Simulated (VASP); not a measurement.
ZrS, 2 atoms in the cell. Symmetry: I4/mmm, No. 139, tetragonal system. The conventional cell has a = 3.526 Å, b = 3.526 Å, c = 5.528 Å, α = 90.00°, β = 90.00°, γ = 90.00°. Zr (site symmetry 4/mmm) has 6 S at 2.49 to 2.76 Å within 3.3 Å. Within 3.3 Å of S (site symmetry 4/mmm) lie 6 Zr at 2.49 to 2.76 Å.  This cell differs from its parent crystal: strain +e along x and -e along y +0.0000, strain +e along z and -e/2 along x and y +0.0700.

- Program: VASP 6.6.1
- Task: single point
- Functional: PBEsol
- Potentials or basis: VASP PAW PBE potentials, release 64 (Zr_sv, S)
- Cutoff: 520 eV
- k mesh: 16 × 16 × 16
- Occupations: gaussian, width 0.15 eV
- Spin: no spin polarisation
- Dipole correction: no
- Further INCAR settings: ALGO = Normal; EDIFF = 1e-06; NBANDS = 16

Potentials or basis: VASP PAW PBE potentials, release 64 (Zr_sv, S).

Command:

```sh
$ cat potpaw_PBE.64/Zr_sv/POTCAR potpaw_PBE.64/S/POTCAR > POTCAR
$ mpirun -np 1 vasp_std > vasp.out
```

Hardware: 1 thread of AMD EPYC 7R13 Processor (Zen 3), with other jobs on the host.

How long does it take, and how much memory?

Wall time 2.4 min on 1 thread of AMD EPYC 7R13 Processor (Zen 3), with other jobs on the host, peak memory 0.27 GiB. Counts: scf iterations 12, k points 349.
